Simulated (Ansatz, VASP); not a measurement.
C4F in VASP and in Ansatz

```
CELL_PARAMETERS angstrom
2.67619 -3.97611 0.00000
2.67619 3.97611 0.00000
0.00000 0.00000 2.38555
ATOMIC_POSITIONS crystal
C 0.82430 0.82430 0.50000
C 0.89604 0.10396 0.00000
C 0.10396 0.89604 0.00000
C 0.17570 0.17570 0.50000
F 0.50000 0.50000 0.50000
```

Change from the starting cell: species swapped into the FeCl4 type (Cmmm, No. 65).

Alike in both runs: functional PBE; dispersion D3(BJ); k mesh 8 × 8 × 16; occupations gaussian, width 0.1 eV; no spin polarisation.

Ansatz relaxed the structure, and its values are those at the end. VASP's run is a single point on that final structure, the one shown.

|  | VASP | Ansatz |
| --- | --- | --- |
| version | VASP 6.6.1 | Ansatz 0.2.0 |
| potentials or method | VASP PAW PBE potentials, release 64 (C, F), cutoff 520 eV | scalar-relativistic, plane waves, PAW |
| valence electrons in the cell | 23 | 23 |

|  | VASP | Ansatz | Ansatz less VASP |
| --- | --- | --- | --- |
| gap on the k mesh at the Fermi level (eV) | none | none | - |
| pressure (GPa) | 0.2 | 0.0 | -0.14 |
| rms of the force components (eV/Å) | 0.026 | 0.000 | -0.0256 |

A gap of «none» marks a metal or a gap that the smearing closes.
